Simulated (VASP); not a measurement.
# PbO2 (I4/mmm) in VASP: single point with PBEsol

Aim: the single point of PbO2 with PBEsol.

All numbers are computed with VASP 6.6.1; they aren't measurements. Logs are shortened: lines on timing, memory, paths and dates and some standing lists are left out, and cuts for length are marked.

### Step 1. The cell of the first run

Symmetry: I4/mmm, No. 139, tetragonal system. The conventional cell has a = 3.974 Å, b = 3.974 Å, c = 5.404 Å, α = 90.00°, β = 90.00°, γ = 90.00°. Within 3.2 Å of Pb (site symmetry 4/mmm) lie 8 O at 2.40 Å. Within 3.2 Å of O (site symmetry -4m2) lie 4 Pb at 2.40 Å and 6 O at 2.70 to 2.81 Å.

### Step 2. Single point, PBEsol

Contents of INCAR:

```
SYSTEM = PbO2
PREC = Accurate
ENCUT = 520
EDIFF = 1E-6
ISMEAR = -1
SIGMA = 0.05
LREAL = .False.
LASPH = .True.
NELM = 80
ALGO = Normal
ISIF = 2
LWAVE = .False.
LCHARG = .False.
GGA = PS
NBANDS = 20
```

Contents of KPOINTS:

```
Automatic mesh
0
Gamma
  7 7 7
  0 0 0
```

Contents of POSCAR:

```
PbO2
1.0
    0.0000000000      2.8100716800      2.7019920000
    2.8100716800      0.0000000000      2.7019920000
    2.8100716800      2.8100716800      0.0000000000
Pb O
1 2
Direct
    0.0000000000      0.0000000000      0.0000000000
    0.7500000000      0.7500000000      0.7500000000
    0.2500000000      0.2500000000      0.2500000000
```

Potentials or basis: VASP PAW PBE potentials, release 64 (Pb_d, O).

The run is started by

```
$ cat potpaw_PBE.64/Pb_d/POTCAR potpaw_PBE.64/O/POTCAR > POTCAR
$ mpirun -np 1 vasp_std > vasp.out
```

OUTCAR:

```text
SYSTEM = PbO2
   PREC = Accurate
   ENCUT = 520
   EDIFF = 1E-6
   ISMEAR = -1
   LREAL = .False.
   LASPH = .True.
   NELM = 80
   ISIF = 2
   GGA = PS

 ion  position               nearest neighbor table
   1  0.000  0.000  0.000-   2 2.40   2 2.40   2 2.40   2 2.40   3 2.40   3 2.40   3 2.40   3 2.40

   2  0.750  0.750  0.750-   1 2.40   1 2.40   1 2.40   1 2.40
   3  0.250  0.250  0.250-   1 2.40   1 2.40   1 2.40   1 2.40

  LATTYP: Found a body centered tetragonal cell.
 ALAT       =     3.9740414811
 C/A-ratio  =     1.3598207331

  Lattice vectors:

 A1 = (   0.0000000000,  -2.8100716800,  -2.7019920000)
 A2 = (   0.0000000000,   2.8100716800,  -2.7019920000)
 A3 = (   2.8100716800,   0.0000000000,   2.7019920000)

Analysis of symmetry for initial positions (statically):
=====================================================================
 Subroutine PRICEL returns:
 Original cell was already a primitive cell.

 Routine SETGRP: Setting up the symmetry group for a
 body centered tetragonal supercell.

 Subroutine GETGRP returns: Found 16 space group operations
 (whereof 16 operations were pure point group operations)
 out of a pool of 16 trial point group operations.

The static configuration has the point symmetry D_4h.

Analysis of symmetry for dynamics (positions and initial velocities):
=====================================================================
 Subroutine PRICEL returns:
 Original cell was already a primitive cell.

 Routine SETGRP: Setting up the symmetry group for a
 body centered tetragonal supercell.

 Subroutine GETGRP returns: Found 16 space group operations
 (whereof 16 operations were pure point group operations)
 out of a pool of 16 trial point group operations.

The dynamic configuration has the point symmetry D_4h.

 Subroutine INISYM returns: Found 16 space group operations
 (whereof 16 operations are pure point group operations),
 and found     1 'primitive' translations

----------------------------------------------------------------------------------------

                                     Primitive cell

  volume of cell :      42.6726

  direct lattice vectors                    reciprocal lattice vectors
     0.000000000  2.810071680  2.701992000    -0.177931404  0.177931404  0.185048660
     2.810071680  0.000000000  2.701992000     0.177931404 -0.177931404  0.185048660
     2.810071680  2.810071680  0.000000000     0.177931404  0.177931404 -0.185048660

  length of vectors
     3.898366788  3.898366788  3.974041481     0.312349445  0.312349445  0.312349445

  position of ions in fractional coordinates (direct lattice)
     0.000000000  0.000000000  0.000000000
     0.750000000  0.750000000  0.750000000
     0.250000000  0.250000000  0.250000000

  ion indices of the primitive-cell ions
   primitive index   ion index
                 1           1
                 2           2
                 3           3

----------------------------------------------------------------------------------------

 KPOINTS: Automatic mesh

Automatic generation of k-mesh.
 Grid dimensions read from file:
 generate k-points for:    7    7    7

 Generating k-lattice:

  Cartesian coordinates                     Fractional coordinates (reciprocal lattice)
    -0.025418772  0.025418772  0.026435523     0.142857143  0.000000000  0.000000000
     0.025418772 -0.025418772  0.026435523     0.000000000  0.142857143  0.000000000
     0.025418772  0.025418772 -0.026435523    -0.000000000 -0.000000000  0.142857143

  Length of vectors
     0.044621349  0.044621349  0.044621349

  Shift w.r.t. Gamma in fractional coordinates (k-lattice)
     0.000000000  0.000000000  0.000000000

 Subroutine IBZKPT returns following result:
 ===========================================

 Found     40 irreducible k-points:

 Following reciprocal coordinates:
            Coordinates               Weight
  0.000000  0.000000  0.000000      1.000000
  0.142857  0.000000  0.000000      8.000000
  0.285714  0.000000  0.000000      8.000000
  0.428571  0.000000  0.000000      8.000000
  0.142857  0.142857  0.000000      2.000000
  0.285714  0.142857  0.000000      8.000000
[... 16 lines left out ...]
  0.428571  0.285714  0.142857      8.000000
 -0.428571  0.285714  0.142857     16.000000
 [... further k-points ...]
   k-points           NKPTS =     40   k-points in BZ     NKDIM =     40   number of bands    NBANDS=     20
   number of dos      NEDOS =    301   number of ions     NIONS =      3
   total plane-waves  NPLWV =  27000
   dimension x,y,z NGX =    30 NGY =   30 NGZ =   30
   dimension x,y,z NGXF=    60 NGYF=   60 NGZF=   60
   ions per type =               1   2
   NGX,Y,Z   is equivalent  to a cutoff of  12.79, 12.79, 12.55 a.u.
   NGXF,Y,Z  is equivalent  to a cutoff of  25.59, 25.59, 25.10 a.u.
 SYSTEM =  PbO2
   PREC   = accura    normal or accurate (medium, high low for compatibility)
   ISTART =      0    job   : 0-new  1-cont  2-samecut
   ICHARG =      2    charge: 1-file 2-atom 10-const
   ISPIN  =      1    spin polarized calculation?
   LNONCOLLINEAR =      F non collinear calculations
   LSORBIT =      F    spin-orbit coupling
   LASPH  =      T    aspherical Exc in radial PAW
   ENCUT  =  520.0 eV  38.22 Ry    6.18 a.u.   7.25  7.25  7.39*2*pi/ulx,y,z
   NELM   =     80;   NELMIN=  2; NELMDL= -5     # of ELM steps
   EDIFF  = 0.1E-05   stopping-criterion for ELM
   LREAL  =      F    real-space projection
   EDIFFG = 0.1E-04   stopping-criterion for IOM
   NSW    =      0    number of steps for IOM
   IBRION =     -1    ionic relax: 0-MD 1-quasi-New 2-CG
   NFREE  =      0    steps in history (QN), initial steepest desc. (CG)
   ISIF   =      2    stress and relaxation
   ISYM   =      2    0-nonsym 1-usesym 2-fastsym
   POTIM  = 0.5000    time-step for ionic-motion
   TEBEG  =    0.0;   TEEND  =   0.0 temperature during run
   PSTRESS=    0.0 pullay stress
   NELECT =      26.0000    total number of electrons
   NUPDOWN=      -1.0000    fix difference up-down
   EMIN   =  10.00;   EMAX   =-10.00  energy-range for DOS
   EFERMI =   0.00;   METHOD = LEGACY
   ISMEAR =    -1;   SIGMA  =   0.05  broadening in eV -4-tet -1-fermi 0-gaus
   EFERMI_NEDOS =   21; number of points for ismear=-14 and -15
   IALGO  =     38    algorithm
   IMIX   =      4    mixing-type and parameters
     AMIX     =   0.40;   BMIX     =  1.00
     AMIX_MAG =   1.60;   BMIX_MAG =  1.00
  volume/ion in A,a.u.               =      14.22        95.99
  Fermi-wavevector in a.u.,A,eV,Ry     =   1.387873  2.622699 26.207418  1.926191
  Thomas-Fermi vector in A             =   2.512053
   LORBIT       =      0    0 simple, 1 ext, 2 COOP (PROOUT), +10 PAW based schemes
   GGA     = PS    functional components
   LHFCALC =     F    Hartree Fock is set to
   AEXX    =    0.0000 exact exchange contribution
   IVDW    =     0    specifies the selected vdW correction
   LEPSILON=     F    determine dielectric tensor
   LRPA    =     F    only Hartree local field effects (RPA)
 non-spin polarized calculation
  energy-cutoff  :      520.00
  volume of cell :       42.67
 maximum number of plane-waves:      1171
 NGX is ok and might be reduce to    30
   NGX = 15   NGY = 15   NGZ = 15

 number of electron      25.9999996 magnetization

 Free energy of the ion-electron system (eV)
  ---------------------------------------------------
  ext. energy  EPLUGINS =         0.00000000
  ---------------------------------------------------
  free energy    TOTEN  =       -16.55031589 eV

  energy without entropy =      -16.54117678  energy(sigma->0) =      -16.54574633

 E-fermi :   4.5830     XC(G=0): -10.9985

 val. band max:        4.5777135567   @ k =  -0.2857   0.4286   0.1429
 cond. band min:       5.2128862680   @ k =  -0.1429   0.1429   0.0000
 fundamental gap:      0.6351727113
 Fermi energy:         4.5829534996

 k-point     1 :       0.0000    0.0000    0.0000
  band No.  band energies     occupation
      1     -13.3546      2.00000
      2     -11.0077      2.00000
      3     -11.0077      2.00000
      4     -10.9744      2.00000
      5     -10.9292      2.00000
      6     -10.8293      2.00000
[... 12 lines left out ...]
     19      19.0808      0.00000
     20      19.9815      0.00000

 k-point     2 :       0.1429    0.0000    0.0000
  band No.  band energies     occupation
      1     -13.2149      2.00000
      2     -11.6091      2.00000
      3     -10.9901      2.00000
      4     -10.9690      2.00000
      5     -10.8309      2.00000
      6     -10.8226      2.00000
[... 12 lines left out ...]
     19      18.9342      0.00000
     20      19.7508      0.00000

 k-point     3 :       0.2857    0.0000    0.0000
  band No.  band energies     occupation
      1     -12.9294      2.00000
      2     -12.0017      2.00000
      3     -10.9623      2.00000
      4     -10.9423      2.00000
      5     -10.8223      2.00000
      6     -10.8073      2.00000
[... 12 lines left out ...]
     19      18.7746      0.00000
     20      19.4006      0.00000

 k-point     4 :       0.4286    0.0000    0.0000
  band No.  band energies     occupation
      1     -12.8513      2.00000
      2     -11.9451      2.00000
      3     -10.9541      2.00000
      4     -10.9362      2.00000
      5     -10.7998      2.00000
      6     -10.7801      2.00000
[... 12 lines left out ...]
     19      18.7835      0.00000
     20      19.1568      0.00000

 k-point     5 :       0.1429    0.1429    0.0000
  band No.  band energies     occupation
      1     -13.1491      2.00000
      2     -11.7523      2.00000
      3     -10.9729      2.00000
      4     -10.9729      2.00000
      5     -10.8438      2.00000
      6     -10.8127      2.00000
[... 12 lines left out ...]
     19      19.2304      0.00000
     20      19.4170      0.00000
[... 353 lines left out ...]
      6     -10.7029      2.00000
[... 12 lines left out ...]
     19      18.9177      0.00000
     20      20.7498      0.00000

 k-point    22 :      -0.1429    0.0000    0.1429
  band No.  band energies     occupation
      1     -13.0054      2.00000
      2     -11.9688      2.00000
      3     -10.9524      2.00000
      4     -10.9255      2.00000
      5     -10.8405      2.00000
      6     -10.8013      2.00000
[... 12 lines left out ...]
     19      19.0399      0.00000
     20      19.6887      0.00000

 k-point    23 :       0.4286    0.2857    0.1429
  band No.  band energies     occupation
      1     -12.6146      2.00000
      2     -12.4050      2.00000
      3     -10.8909      2.00000
      4     -10.8858      2.00000
      5     -10.8151      2.00000
      6     -10.6947      2.00000
[... 12 lines left out ...]
     19      19.3180      0.00000
     20      21.8082      0.00000

 k-point    24 :      -0.4286    0.2857    0.1429
  band No.  band energies     occupation
      1     -12.6373      2.00000
      2     -12.3595      2.00000
      3     -10.8804      2.00000
      4     -10.8697      2.00000
      5     -10.7945      2.00000
      6     -10.3785      2.00000
[... 12 lines left out ...]
     19      19.3620      0.00000
     20      21.7130      0.00000

 [... further k-points ...]
[... 5 lines left out ...]
  --------------------------------------------------------------------------------------
  -------------------------------------------------------------------------------------
  Total       -4.1140186     -4.1140186     -2.2884148      0.0000000      0.0000000      0.0000000
  in kB     -154.4642504   -154.4642504    -85.9204379      0.0000000      0.0000000      0.0000000
  external PRESSURE =    -131.6163129 kB  Pullay stress =       0.0000000 kB

 VOLUME and BASIS-vectors are now :
 -----------------------------------------------------------------------------
  energy-cutoff  :      520.00
  volume of cell :       42.67
      direct lattice vectors                 reciprocal lattice vectors
     0.000000000  2.810071680  2.701992000    -0.177931404  0.177931404  0.185048660
     2.810071680  0.000000000  2.701992000     0.177931404 -0.177931404  0.185048660
     2.810071680  2.810071680  0.000000000     0.177931404  0.177931404 -0.185048660

 POSITION                                       TOTAL-FORCE (eV/Angst)
 -----------------------------------------------------------------------------------
      0.00000      0.00000      0.00000         0.000000     -0.000000     -0.000000
      4.21511      4.21511      4.05299         0.000000      0.000000     -0.000000
      1.40504      1.40504      1.35100        -0.000000     -0.000000      0.000000
 -----------------------------------------------------------------------------------
    total drift:                                0.000000     -0.000000      0.000000

  FREE ENERGIE OF THE ION-ELECTRON SYSTEM (eV)
  ---------------------------------------------------
  free  energy   TOTEN  =       -16.5503158888 eV

  energy  without entropy=      -16.5411767792  energy(sigma->0) =      -16.54574633
```

Run time: 36 s. Hardware: 1 thread of Intel Xeon 6975P-C, shared host; peak memory 0.18 GiB.

Results:

```
Free energy            : -16.5503 eV
Pressure               : -13.2 GPa
Band gap on the k mesh : zero (band 13 reaches 4.58 eV, above the bottom of band 14 at 3.77 eV)
```

Caveat: the PAW data sets were made with another functional, which shifts forces and pressure a little; spin-orbit coupling is left out, which moves the levels of the heavy elements.
